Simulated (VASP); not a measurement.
# SnO2: single point with PBE

System: SnO2.

```
Sn O
1.0
     6.75194   -0.02066   -0.01864
    -0.02107    6.62047   -0.00973
    -0.01699   -0.00647    6.82214
Sn O
7 14
Direct
  0.88219 0.65418 0.74131
  0.11510 0.14432 0.61797
  0.63579 0.13835 0.60059
  0.34109 0.87637 0.06467
  0.44101 0.40142 0.04539
  0.84509 0.08833 0.11048
  0.36809 0.63054 0.56268
  0.87752 0.13408 0.40937
  0.87083 0.12956 0.80005
  0.35187 0.63148 0.87715
  0.30502 0.17043 0.21945
  0.36142 0.15076 0.84326
  0.62908 0.88929 0.09367
  0.04982 0.87890 0.06692
  0.36325 0.19100 0.42423
  0.11446 0.44919 0.61008
  0.72362 0.36743 0.09794
  0.60210 0.83868 0.59560
  0.60679 0.43859 0.62801
  0.13951 0.84206 0.59353
  0.35761 0.61636 0.25850
```

```yaml
Program: VASP 6.6.1
Task: single point
Functional: PBE
Potentials_or_basis: VASP PAW PBE potentials, release 64 (Sn_d, O)
Cutoff: 520 eV
k_mesh: 4 × 4 × 4
Occupations: gaussian, width 0.02 eV
Spin: no spin polarisation
```

```
Pressure               : 0.6 GPa
Largest force          : 0.127 eV/Å
Band gap on the k mesh : 1.02 eV (least direct gap 1.24 eV)
```

Forces in eV/Å, atoms in the order of the input:
```
Sn  -0.003  0.037  0.035
Sn  -0.025  0.019  0.021
Sn  -0.018 -0.084  0.041
Sn   0.114  0.004 -0.013
Sn   0.003 -0.003 -0.004
Sn  -0.089  0.076  0.018
Sn  -0.025  0.042 -0.004
O    0.001 -0.014 -0.017
O    0.016  0.023  0.006
O   -0.030  0.015  0.027
O   -0.004  0.040 -0.077
O    0.010 -0.054 -0.013
O    0.027  0.026  0.022
O    0.023 -0.104 -0.070
O    0.016 -0.039  0.100
O   -0.033 -0.006 -0.053
O    0.028 -0.011  0.006
O   -0.040 -0.058 -0.063
O    0.088  0.076  0.009
O   -0.030  0.004  0.024
O   -0.028  0.012  0.005
```

Stress tensor (GPa, compression positive):
```
 0.46 -0.11 -0.07
-0.11  0.63 -0.01
-0.07 -0.01  0.58
```

Levels at points of the mesh, in eV from the valence-band top:
```csv
k point,band 88,band 89,band 90,band 91,band 92,band 93,band 94,band 95
"(0.00, 0.00, 0.00)",-1.37,-1.28,-1.22,-1.11,1.02,2.13,3.16,3.38
"(0.50, 0.00, 0.00)",-1.35,-1.28,-1.24,-0.16,1.49,2.15,2.53,3.18
"(0.00, 0.50, 0.00)",-1.40,-1.31,-1.22,-0.33,1.68,2.27,2.63,3.32
"(0.50, 0.50, 0.00)",-1.38,-1.28,-1.18,-0.05,1.92,2.33,2.96,3.10
"(0.00, 0.00, 0.50)",-1.41,-1.34,-1.29,-0.63,1.19,1.68,3.07,3.40
"(0.50, 0.00, 0.50)",-1.42,-1.32,-1.22,0.00,1.24,2.20,2.71,3.11
"(0.00, 0.50, 0.50)",-1.39,-1.34,-1.26,-0.13,1.44,2.42,2.60,3.48
"(0.50, 0.50, 0.50)",-1.46,-1.41,-1.31,-0.02,1.76,2.54,3.37,3.39
```

Run time: 15 min on 2 MPI ranks on Intel(R) Xeon(R) Platinum 8488C (Sapphire Rapids) (shared host), peak memory 0.8 GiB a rank.

Caveat: the atoms stand as in a frame of molecular dynamics; spin-orbit coupling is left out, which moves the levels of the heavy elements.
